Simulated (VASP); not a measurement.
Write the native input for VASP 6.6.1 that does the following.

```
Task                   : single point
Functional             : PBEsol
Potentials or basis    : VASP PAW PBE potentials, release 64 (Pb_d, S)
Cutoff                 : 520 eV
k mesh                 : 7 × 7 × 7
Occupations            : fermi-dirac, width 0.05 eV
Spin                   : no spin polarisation
Dipole correction      : no
Further INCAR settings : ALGO = Normal; EDIFF = 1e-06; NBANDS = 17
```

The structure of PbS (Galena) lies in POSCAR:

```
PbS
1.0
    0.0000000000      2.9657500000      2.9657500000
    2.9657500000      0.0000000000      2.9657500000
    2.9657500000      2.9657500000      0.0000000000
Pb S
1 1
Direct
    0.0000000000      0.0000000000      0.0000000000
    0.5000000000      0.5000000000      0.5000000000
```

These files were run (other wordings do the same):

INCAR

```
PREC     = Accurate       # precision mode
ENCUT    = 520            # plane-wave cutoff, eV
EDIFF    = 1E-6           # SCF threshold, eV
ISMEAR   = -1             # smearing method
SIGMA    = 0.05           # smearing width, eV
LREAL    = F              # projectors in reciprocal space
LASPH    = T              # aspherical terms in the spheres
NELM     = 100            # most SCF steps
ALGO     = Normal         # electronic algorithm
ISIF     = 2              # what is computed and relaxed
LWAVE    = F              # write WAVECAR
LCHARG   = F              # write CHGCAR
GGA      = PS             # functional
NBANDS   = 17             # bands
```

KPOINTS

```
regular mesh
0
Gamma
  7 7 7
```

Potentials or basis: VASP PAW PBE potentials, release 64 (Pb_d, S).

Launch:

```bash
$ cat potpaw_PBE.64/Pb_d/POTCAR potpaw_PBE.64/S/POTCAR > POTCAR
$ mpirun -np 1 vasp_std > vasp.out
```

It gave:

```
Pressure : -1.0 GPa
```

Caveat: the PAW data sets were made with another functional, which shifts forces and pressure a little.

Run time: 6.5 s on 1 thread of Intel(R) Xeon(R) 6975P-C (Granite Rapids) (shared host), peak memory 0.17 GiB.
